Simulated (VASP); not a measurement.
# Cd3SnS4 in VASP: a series of runs, part 2 of 3

VASP 6.6.1.

## (3) Single point, PBE

This run uses another cell than the first one, of the same volume but with other edges.

INCAR reads:

```
PREC     = Accurate       # precision mode
ENCUT    = 520            # plane-wave cutoff, eV
EDIFF    = 1E-6           # SCF threshold, eV
ISMEAR   = 0              # smearing method
SIGMA    = 0.2            # smearing width, eV
LREAL    = F              # projectors in reciprocal space
LASPH    = T              # aspherical terms in the spheres
NELM     = 80             # most SCF steps
ALGO     = Normal         # electronic algorithm
ISIF     = 2              # what is computed and relaxed
LWAVE    = F              # write WAVECAR
LCHARG   = T              # write CHGCAR
GGA      = PE             # functional
LELF     = T              # ELF
LVHAR    = T            
NBANDS   = 47             # bands
```

KPOINTS reads:

```
Automatic mesh
0
Gamma
  4 4 4
```

POSCAR reads:

```
Cd3SnS4
1.0
    5.6034752187      0.0000000000      0.0000000000
    0.0000000000      5.6034752187      0.0000000000
   -2.8017376094     -2.8017376094      5.5380987914
Cd Sn S
3 1 4
Direct
    0.5000000000      0.5000000000      1.0000000000
    0.2500000000      0.7500000000      0.5000000000
    0.7500000000      0.2500000000      0.5000000000
    0.0000000000      0.0000000000      0.0000000000
    0.5000000000      0.0000000000      0.0000000000
    0.0000000000      0.5000000000      0.0000000000
    0.2583230414      0.2583230414      0.5166460828
    0.7416769586      0.7416769586      0.4833539172
```

Potentials or basis: VASP PAW PBE potentials, release 64 (Cd, Sn_d, S).

The run is started by

```bash
$ cat potpaw_PBE.64/Cd/POTCAR potpaw_PBE.64/Sn_d/POTCAR potpaw_PBE.64/S/POTCAR > POTCAR
$ mpirun -np 1 vasp_std > vasp.out
```

OUTCAR:

```text
PREC = Accurate
   ENCUT = 520
   EDIFF = 1E-6
   ISMEAR = 0
   LREAL = F
   LASPH = T
   NELM = 80
   ISIF = 2
   GGA = PE

 ion  position               nearest neighbor table
   1  0.500  0.500  0.000-   7 2.68   8 2.68   5 2.80   6 2.80   5 2.80   6 2.80
   2  0.250  0.750  0.500-   5 2.77   6 2.77   7 2.80   8 2.80   7 2.80   8 2.80
   3  0.750  0.250  0.500-   6 2.77   5 2.77   7 2.80   8 2.80   7 2.80   8 2.80
   4  0.000  0.000  0.000-   5 2.80   6 2.80   6 2.80   5 2.80   7 2.86   8 2.86
   5  0.500  0.000  0.000-   3 2.77   2 2.77   4 2.80   1 2.80   1 2.80   4 2.80
   6  0.000  0.500  0.000-   2 2.77   3 2.77   4 2.80   1 2.80   4 2.80   1 2.80
   7  0.258  0.258  0.517-   1 2.68   2 2.80   3 2.80   2 2.80   3 2.80   4 2.86
   8  0.742  0.742  0.483-   1 2.68   3 2.80   2 2.80   2 2.80   3 2.80   4 2.86

  LATTYP: Found a body centered tetragonal cell.
 ALAT       =     5.6034752187
 C/A-ratio  =     1.9766657566

  Lattice vectors:

 A1 = (   2.8017376094,  -2.8017376093,  -5.5380987914)
 A2 = (  -2.8017376093,   2.8017376094,  -5.5380987914)
 A3 = (   2.8017376093,   2.8017376093,   5.5380987914)

Analysis of symmetry for initial positions (statically):
=====================================================================
 Subroutine PRICEL returns:
 Original cell was already a primitive cell.

 Routine SETGRP: Setting up the symmetry group for a
 body centered tetragonal supercell.

 Subroutine GETGRP returns: Found 16 space group operations
 (whereof 16 operations were pure point group operations)
 out of a pool of 16 trial point group operations.

The static configuration has the point symmetry D_4h.

Analysis of symmetry for dynamics (positions and initial velocities):
=====================================================================
 Subroutine PRICEL returns:
 Original cell was already a primitive cell.

 Routine SETGRP: Setting up the symmetry group for a
 body centered tetragonal supercell.

[... 129 lines left out ...]
   GGA     = PE    functional components
   LHFCALC =     F    Hartree Fock is set to
   AEXX    =    0.0000 exact exchange contribution
   IVDW    =     0    specifies the selected vdW correction
   LEPSILON=     F    determine dielectric tensor
   LRPA    =     F    only Hartree local field effects (RPA)
 non-spin polarized calculation
 Gauss-broadening in eV      SIGMA  =   0.20
  energy-cutoff  :      520.00
  volume of cell :      173.89
 maximum number of plane-waves:      4713
 NGX is ok and might be reduce to    42

 number of electron      74.0000000 magnetization

 Free energy of the ion-electron system (eV)
  ---------------------------------------------------
  ext. energy  EPLUGINS =         0.00000000
  ---------------------------------------------------
  free energy    TOTEN  =       -26.35246291 eV

  energy without entropy =      -26.33398703  energy(sigma->0) =      -26.34322497

 E-fermi :   4.7197     XC(G=0): -10.1690

 val. band max:        4.5085902681   @ k =   0.5000   0.2500   0.0000
 cond. band min:       4.8746169617   @ k =   0.2500   0.0000   0.2500
 fundamental gap:      0.3660266936
 Fermi energy:         4.7196556465

 k-point     1 :       0.0000    0.0000    0.0000
  band No.  band energies     occupation
      1     -16.9873      2.00000
      2     -16.9724      2.00000
      3     -16.9624      2.00000
      4     -16.9624      2.00000
      5     -16.9446      2.00000
      6      -9.2848      2.00000
[... 639 lines left out ...]
     46      10.3283      0.00000
     47      10.4692      0.00000

------------------------ aborting loop because EDIFF is reached ----------------------------------------

  FORCE on cell =-STRESS in cart. coord.  units (eV):
  Direction    XX          YY          ZZ          XY          YZ          ZX
  --------------------------------------------------------------------------------------
  -------------------------------------------------------------------------------------
  Total        0.4526492      0.4526492      0.2423502      0.0000000     -0.0000000     -0.0000000
  in kB        4.1705822      4.1705822      2.2329471      0.0000000     -0.0000000     -0.0000000
  external PRESSURE =       3.5247039 kB  Pullay stress =       0.0000000 kB

 VOLUME and BASIS-vectors are now :
 -----------------------------------------------------------------------------
  energy-cutoff  :      520.00
  volume of cell :      173.89
      direct lattice vectors                 reciprocal lattice vectors
     5.603475219  0.000000000  0.000000000     0.178460680  0.000000000  0.090283691
     0.000000000  5.603475219  0.000000000     0.000000000  0.178460680  0.090283691
    -2.801737609 -2.801737609  5.538098791     0.000000000  0.000000000  0.180567382

 POSITION                                       TOTAL-FORCE (eV/Angst)
 -----------------------------------------------------------------------------------
      2.80174      2.80174      0.00000        -0.000000      0.000000      0.000000
     -0.00000      2.80174      2.76905         0.000000     -0.000000      0.000000
      2.80174     -0.00000      2.76905         0.000000      0.000000     -0.000000
      0.00000      0.00000      0.00000        -0.000000      0.000000      0.000000
      2.80174      0.00000      0.00000        -0.000000      0.000000      0.000000
      0.00000      2.80174      0.00000        -0.000000      0.000000      0.000000
     -0.00000     -0.00000      2.86124         0.000000      0.000000     -0.041751
      2.80174      2.80174      2.67686        -0.000000     -0.000000      0.041751
 -----------------------------------------------------------------------------------
    total drift:                                0.000000      0.000000     -0.000000

  FREE ENERGIE OF THE ION-ELECTRON SYSTEM (eV)
  ---------------------------------------------------
  free  energy   TOTEN  =       -26.3524629121 eV

  energy  without entropy=      -26.3339870284  energy(sigma->0) =      -26.34322497
```

stdout:

```text
POSCAR found type information on POSCAR CdSnS
 POSCAR found :  3 types and       8 ions
 scaLAPACK will be used
 LDA part: xc-table for (Slater+PW92), standard interpolation
 POSCAR, INCAR and KPOINTS ok, starting setup
 FFT: planning ... GRIDC
 FFT: planning ... GRID_SOFT
 FFT: planning ... GRID
 WAVECAR not read
 entering main loop
```

Wall time 75 s (1 thread of Intel Xeon Platinum 8488C (Sapphire Rapids), shared host); peak memory 0.34 GiB.

What came out:

```yaml
Free_energy: -26.3525 eV
Pressure: 0.4 GPa
Largest_force: 0.042 eV/Å
Band_gap_on_the_k_mesh: zero (bands 37 and 38 overlap by 1.80 eV)
```

Forces in eV/Å, atoms in the order of the input:
```
Cd   0.000  0.000  0.000
Cd   0.000  0.000  0.000
Cd   0.000  0.000  0.000
Sn   0.000  0.000  0.000
S    0.000  0.000  0.000
S    0.000  0.000  0.000
S    0.000  0.000 -0.042
S    0.000  0.000  0.042
```

Stress tensor (GPa, compression positive):
```
0.42 0.00 0.00
0.00 0.42 0.00
0.00 0.00 0.22
```

Levels at points of the mesh, in eV from the Fermi level:
```csv
k point,band 33,band 34,band 35,band 36,band 37,band 38,band 39,band 40,band 41,band 42
"(0.00, 0.00, 0.00)",-3.49,-2.80,-2.20,-2.08,-2.08,-0.86,1.31,1.95,3.11,4.18
"(0.50, 0.00, 0.00)",-2.86,-2.72,-2.16,-1.97,-0.48,1.37,1.93,2.16,2.28,3.95
"(0.50, 0.50, 0.00)",-1.61,-1.48,-1.44,-1.39,0.72,0.94,1.27,1.52,3.17,3.43
"(0.00, 0.00, 0.50)",-3.20,-2.83,-2.83,-2.64,-2.64,-1.09,1.02,1.30,3.47,4.24
```

Caveat: spin-orbit coupling is left out, which moves the levels of the heavy elements.

## (4) Relaxation of cell and atoms, PBE

This run uses another cell than the first one, of 23.57 Å³/atom.

INCAR reads:

```
SYSTEM = Cd3SnS4
ALGO = Normal
EDIFF = 1E-6
EDIFFG = -0.08
ENCUT = 600
GGA = PE
IBRION = 2
ISIF = 3
ISMEAR = 0
LASPH = .True.
LCHARG = .False.
LREAL = .False.
LWAVE = .False.
NELM = 100
NSW = 36
PREC = Accurate
SIGMA = 0.15
```

KPOINTS reads:

```
k-points
0
Gamma
  3 3 3
  0 0 0
```

POSCAR reads:

```
Cd3SnS4
1.0
   -2.8662997500      2.8662997500      5.7381353200
    2.8662997500     -2.8662997500      5.7381353200
    2.8662997500      2.8662997500     -5.7381353200
Cd Sn S
3 1 4
Direct
    0.5000000000      0.5000000000      0.0000000000
    0.7500000000      0.2500000000      0.5000000000
    0.2500000000      0.7500000000      0.5000000000
    0.0000000000      0.0000000000      0.0000000000
    0.0000000000      0.5000000000      0.5000000000
    0.5000000000      0.0000000000      0.5000000000
    0.2510977100      0.2510977100      0.0000000000
    0.7489022900      0.7489022900      0.0000000000
```

Potentials or basis: VASP PAW PBE potentials, release 64 (Cd, Sn_d, S).

The run is started by

```bash
$ cat potpaw_PBE.64/Cd/POTCAR potpaw_PBE.64/Sn_d/POTCAR potpaw_PBE.64/S/POTCAR > POTCAR
$ mpirun -np 1 vasp_std > vasp.out
```

OUTCAR:

```text
SYSTEM = Cd3SnS4
   EDIFF = 1E-6
   EDIFFG = -0.08
   ENCUT = 600
   GGA = PE
   IBRION = 2
   ISIF = 3
   ISMEAR = 0
   LASPH = .True.
   LREAL = .False.
   NELM = 100
   NSW = 36
   PREC = Accurate

 ion  position               nearest neighbor table
   1  0.500  0.500  0.000-   7 2.86   8 2.86   5 2.87   6 2.87   6 2.87   5 2.87
   2  0.750  0.250  0.500-   7 2.87   8 2.87   7 2.87   8 2.87   6 2.87   5 2.87
   3  0.250  0.750  0.500-   7 2.87   8 2.87   7 2.87   8 2.87   6 2.87   5 2.87
   4  0.000  0.000  0.000-   5 2.87   6 2.87   5 2.87   6 2.87   7 2.88   8 2.88
   5  0.000  0.500  0.500-   1 2.87   4 2.87   4 2.87   1 2.87   3 2.87   2 2.87
   6  0.500  0.000  0.500-   1 2.87   4 2.87   1 2.87   4 2.87   3 2.87   2 2.87
   7  0.251  0.251  0.000-   1 2.86   2 2.87   3 2.87   3 2.87   2 2.87   4 2.88
   8  0.749  0.749  0.000-   1 2.86   2 2.87   3 2.87   2 2.87   3 2.87   4 2.88

  LATTYP: Found a body centered tetragonal cell.
 ALAT       =     5.7325995000
 C/A-ratio  =     2.0019313472

  Lattice vectors:

 A1 = (  -2.8662997500,   2.8662997500,   5.7381353200)
 A2 = (   2.8662997500,  -2.8662997500,   5.7381353200)
 A3 = (   2.8662997500,   2.8662997500,  -5.7381353200)

Analysis of symmetry for initial positions (statically):
=====================================================================
 Subroutine PRICEL returns:
 Original cell was already a primitive cell.

 Routine SETGRP: Setting up the symmetry group for a
 body centered tetragonal supercell.

[... 145 lines left out ...]
  energy-cutoff  :      600.00
  volume of cell :      188.57
 maximum number of plane-waves:      6323
   NGX = 29   NGY = 29   NGZ = 29

--------------------------------------- Ionic step        1  -------------------------------------------

 number of electron      74.0000002 magnetization

 Free energy of the ion-electron system (eV)
  ---------------------------------------------------
  ext. energy  EPLUGINS =         0.00000000
  ---------------------------------------------------
  free energy    TOTEN  =       -26.22553043 eV

  energy without entropy =      -26.20260351  energy(sigma->0) =      -26.21406697

 E-fermi :   3.4258     XC(G=0):  -9.7837

 val. band max:        3.4058955245   @ k =  -0.3333   0.3333   0.0000
 cond. band min:       3.4437290457   @ k =  -0.3333  -0.3333   0.3333
 fundamental gap:      0.0378335212
 Fermi energy:         3.4257539923

 k-point     1 :       0.0000    0.0000    0.0000
  band No.  band energies     occupation
      1     -17.6317      2.00000
      2     -17.6090      2.00000
      3     -17.6090      2.00000
      4     -17.6005      2.00000
      5     -17.5833      2.00000
      6      -9.5820      2.00000
[... 480 lines left out ...]
--------------------------------------- Ionic step        6  -------------------------------------------

 number of electron      74.0000002 magnetization

 Free energy of the ion-electron system (eV)
  ---------------------------------------------------
  ext. energy  EPLUGINS =         0.00000000
  ---------------------------------------------------
  free energy    TOTEN  =       -26.47134069 eV

  energy without entropy =      -26.44993393  energy(sigma->0) =      -26.46063731

 E-fermi :   4.2446     XC(G=0): -10.1658

 val. band max:        4.2224397444   @ k =  -0.3333   0.3333   0.0000
 cond. band min:       4.2684368282   @ k =  -0.3333  -0.3333   0.3333
 fundamental gap:      0.0459970838
 Fermi energy:         4.2445919865

 k-point     1 :       0.0000    0.0000    0.0000
  band No.  band energies     occupation
      1     -16.8890      2.00000
      2     -16.8558      2.00000
      3     -16.8558      2.00000
      4     -16.8483      2.00000
      5     -16.8176      2.00000
      6      -9.3023      2.00000
[... 306 lines left out ...]
  FREE ENERGIE OF THE ION-ELECTRON SYSTEM (eV)
  ---------------------------------------------------
  free  energy   TOTEN  =       -26.4713406943 eV

  energy  without entropy=      -26.4499339323  energy(sigma->0) =      -26.46063731

 reached required accuracy - stopping structural energy minimisation
```

OSZICAR:

```text
N       E                     dE             d eps       ncg     rms          rms(c)
DAV:   1     0.759732932728E+03    0.75973E+03   -0.37310E+04   544   0.199E+03
DAV:   2     0.752189296775E+02   -0.68451E+03   -0.66813E+03   528   0.536E+02
DAV:   3    -0.227618943630E+02   -0.97981E+02   -0.95732E+02   616   0.163E+02
[... 53 lines left out ...]
DAV:   4    -0.264713298698E+02    0.76407E-03   -0.24559E-03   596   0.236E-01    0.960E-02
DAV:   5    -0.264713498432E+02   -0.19973E-04   -0.50587E-04   560   0.115E-01    0.506E-02
DAV:   6    -0.264713423466E+02    0.74966E-05   -0.25388E-05   660   0.320E-02    0.340E-02
DAV:   7    -0.264713407939E+02    0.15527E-05   -0.69594E-06   588   0.135E-02    0.176E-02
DAV:   8    -0.264713406943E+02    0.99580E-07   -0.18042E-06   440   0.646E-03
   6 F= -.26471341E+02 E0= -.26460637E+02  d E =-.193089E-01
```

CONTCAR:

```text
Cd3SnS4
   1.00000000000000
    -2.7959379305735625    2.7959379305735625    5.5682150586472208
     2.7959379305735625   -2.7959379305735625    5.5682150586472208
     2.7959379305735625    2.7959379305735625   -5.5682150586472208
  Cd              Sn              S
     3     1     4
Direct
     0.5000000000000000    0.5000000000000000    0.0000000000000000
     0.7500000000000000    0.2500000000000000    0.5000000000000000
     0.2500000000000000    0.7500000000000000    0.5000000000000000
     0.0000000000000000    0.0000000000000000    0.0000000000000000
     0.0000000000000000    0.5000000000000000    0.5000000000000000
     0.5000000000000000    0.0000000000000000    0.5000000000000000
     0.2570851753422146    0.2570851753422146    0.0000000000000000
     0.7429148246577854    0.7429148246577854    0.0000000000000000

  0.00000000E+00  0.00000000E+00  0.00000000E+00
  0.00000000E+00  0.00000000E+00  0.00000000E+00
  0.00000000E+00  0.00000000E+00  0.00000000E+00
  0.00000000E+00  0.00000000E+00  0.00000000E+00
  0.00000000E+00  0.00000000E+00  0.00000000E+00
  0.00000000E+00  0.00000000E+00  0.00000000E+00
  0.00000000E+00  0.00000000E+00  0.00000000E+00
  0.00000000E+00  0.00000000E+00  0.00000000E+00
```

Wall time 3.8 min (1 thread of Intel Xeon Platinum 8488C (Sapphire Rapids), shared host); peak memory 0.46 GiB.

Results:

```
Free energy                           : -26.4713 eV
Relaxed volume                        : 21.76 Å³/atom
Relaxed cell                          : a = 6.829 Å, b = 6.829 Å, c = 6.829 Å, α = 131.67°, β = 131.67°, γ = 70.76°
Space group after relaxing (to 0.1 Å) : I4/mmm (No. 139)
Energy gained by relaxing             : 30.7 meV/atom
Ionic steps                           : 6
Pressure after relaxing               : 0.0 GPa
Largest force after relaxing          : 0.051 eV/Å
Band gap on the k mesh                : zero (bands 37 and 38 overlap by 0.38 eV)
```

Forces in eV/Å, atoms in the order of the input:
```
Cd   0.000  0.000  0.000
Cd   0.000  0.000  0.000
Cd   0.000  0.000  0.000
Sn   0.000  0.000  0.000
S    0.000  0.000  0.000
S    0.000  0.000  0.000
S    0.000  0.000  0.051
S    0.000  0.000 -0.051
```

Stress tensor (GPa, compression positive):
```
 0.12  0.00  0.00
 0.00  0.12  0.00
 0.00  0.00 -0.23
```

The path:
```csv
step,energy change (eV),largest force (eV/Å),pressure (GPa),volume (Å³)
1,0.0000,0.3340,-4.42,188.57
2,-0.2200,0.2731,1.00,171.39
3,-0.2266,0.2863,0.12,173.66
4,-0.2265,0.2878,0.00,173.95
5,-0.2336,0.2314,-0.01,173.99
6,-0.2458,0.0509,0.00,174.11
```

Final structure:
```yaml
crystal:
  lattice:
    - [-2.79594, 2.79594, 5.56822]
    - [2.79594, -2.79594, 5.56822]
    - [2.79594, 2.79594, -5.56822]
  atoms:
    - { symbol: Cd, position: [0.50000, 0.50000, 0.00000] }
    - { symbol: Cd, position: [0.75000, 0.25000, 0.50000] }
    - { symbol: Cd, position: [0.25000, 0.75000, 0.50000] }
    - { symbol: Sn, position: [0.00000, 0.00000, 0.00000] }
    - { symbol: S, position: [0.00000, 0.50000, 0.50000] }
    - { symbol: S, position: [0.50000, 0.00000, 0.50000] }
    - { symbol: S, position: [0.25709, 0.25709, 0.00000] }
    - { symbol: S, position: [0.74291, 0.74291, 0.00000] }
```

Levels at points of the mesh, in eV from the Fermi level:
```tsv
k point	band 35	band 36	band 37	band 38	band 39	band 40
(0.00, 0.00, 0.00)	-1.72	-1.65	-1.65	-0.41	1.64	2.32
```

Caveat: the k points lie up to 0.42 Å⁻¹ apart in the final cell; semilocal functionals underestimate gaps, so a narrow gap can read as zero; spin-orbit coupling is left out, which moves the levels of the heavy elements; the relaxation stopped at a loose force limit of 0.08 eV/Å, so its end isn't a converged minimum.

[end of part 2 of 3]
